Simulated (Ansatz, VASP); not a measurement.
## One calculation of Os, two programs

```xyz
1
Lattice="-1.5107 1.5107 1.5107 1.5107 -1.5107 1.5107 1.5107 1.5107 -1.5107" Properties=species:S:1:pos:R:3 pbc="T T T"
Os    0.0000    0.0000    0.0000
```

Alike in both runs: task single point; functional PBEsol; k mesh 16 × 16 × 16; occupations fermi-dirac, width 0.1 eV; no spin polarisation.

|  | VASP | Ansatz |
| --- | --- | --- |
| version | VASP 6.6.1 | Ansatz 0.2.0 |
| potentials or method | VASP PAW PBE potentials, release 64 (Os_sv_GW), cutoff 500 eV | plane waves (420 eV) with PAW, scalar-relativistic |
| valence electrons in the cell | 16 | 16 |

```tsv
	VASP	Ansatz	Ansatz less VASP
pressure (GPa)	14.7	17.3	+2.54
```

VASP's potentials were made for PBE, not for PBEsol, and Ansatz warns of the same on its side.

Spin-orbit coupling is off throughout.
